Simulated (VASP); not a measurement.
**TaN: single point with PBE**

Crystal: TaN.

```
Ta N
1.0
     3.01950    0.00000    0.00000
    -1.50975    2.61496    0.00000
     0.00000    0.00000    4.94000
Ta N
2 2
Direct
  0.33333 0.66667 0.00000
  0.66667 0.33333 0.50000
  0.33333 0.66667 0.38500
  0.66667 0.33333 0.88500
```

This cell differs from its parent crystal: equal xx and yy strain of -1 %.

| Property | Result |
| --- | --- |
| Program | VASP 6.6.1 |
| Task | single point |
| Functional | PBE |
| Potentials or basis | VASP PAW PBE potentials, release 64 (Ta_pv, N) |
| Cutoff | 520 eV |
| k mesh | 9 × 9 × 5 |
| Occupations | fermi-dirac, width 0.01 eV |
| Spin | no spin polarisation |

- Pressure: 156.4 GPa
- Largest force: 2.976 eV/Å
- Band gap on the k mesh: zero (band 16 reaches 10.61 eV, above the bottom of band 17 at 8.31 eV)

Forces on the atoms (eV/Å):
```
Ta   0.000  0.000  2.976
Ta   0.000  0.000  2.976
N    0.000  0.000 -2.976
N    0.000  0.000 -2.976
```

Stress tensor (GPa, compression positive):
```
167.72   0.00   0.00
  0.00 167.72   0.00
  0.00   0.00 133.85
```

Levels at points of the mesh, in eV from the Fermi level:
| k point | band 13 | band 14 | band 15 | band 16 | band 17 | band 18 | band 19 | band 20 |
| --- | --- | --- | --- | --- | --- | --- | --- | --- |
| (0.00, 0.00, 0.00) | -8.07 | -7.69 | -0.82 | -0.82 | -0.35 | 2.23 | 2.71 | 2.71 |

It took 40 s on 1 thread of Intel Xeon 8259CL (shared host), peak memory 0.18 GiB.

Caveat: the cell differs from its parent crystal (equal xx and yy strain of -1 %); spin-orbit coupling is left out, which moves the levels of the heavy elements; forces of over 1 eV/Å act on the atoms, so gaps and moduli don't describe the material at rest.
